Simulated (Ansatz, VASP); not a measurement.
**Two plane-wave programs on ZnCu**

Contents of INCAR:

```
ALGO = Fast
EDIFF = 1E-6
ENCUT = 520
GGA = PE
ISIF = 2
ISMEAR = 0
LASPH = T
LCHARG = F
LREAL = F
LWAVE = F
NBANDS = 18
NELM = 60
PREC = Accurate
SIGMA = 0.1
```

Contents of KPOINTS:

```
k-points
0
Gamma
  14 14 14
```

File POSCAR:

```
ZnCu
1.0
    2.9925229561      0.0000000000      0.0000000000
    0.0000000000      2.9925229561      0.0000000000
    0.0000000000      0.0000000000      2.9925229561
Zn Cu
1 1
Direct
    0.5000000000      0.5000000000      0.5000000000
    0.0000000000      0.0000000000      0.0000000000
```

Input for Ansatz:

```yaml
crystal:
  lattice:
    - [2.9925229499, 0.0, 0.0]
    - [0.0, 2.9925229499, 0.0]
    - [0.0, 0.0, 2.9925229499]
  atoms:
    - { symbol: Zn, position: [0.5, 0.5, 0.5] }
    - { symbol: Cu, position: [0.0, 0.0, 0.0] }
basis:
  ecutwfc: 420
kpoints:
  mp_grid: { grid: [14, 14, 14] }
hamiltonian:
  xc: pbe
scf:
  occupations: { method: gaussian, width: 0.1 }
output:
  forces: true
  stress: true
  eigenvalues: true
```

Alike in both runs: task single point; functional PBE; k mesh 14 × 14 × 14; occupations gaussian, width 0.1 eV; no spin polarisation.

```csv
,VASP,Ansatz
version,VASP 6.6.1,Ansatz 0.2.0
potentials or method,"VASP PAW PBE potentials, release 64 (Zn, Cu), cutoff 520 eV","scalar-relativistic, plane waves, PAW"
valence electrons in the cell,23,31
```

|  | VASP | Ansatz | Ansatz less VASP |
| --- | --- | --- | --- |
| gap on the k mesh at the Fermi level (eV) | none | none | - |
| pressure (GPa) | -2.2 | -3.1 | -0.98 |

A gap of «none» marks a metal or a gap that the smearing closes. VASP's potentials hold 23 valence electrons a cell and Ansatz's 31, so a difference there can come from the potentials and not from the codes.
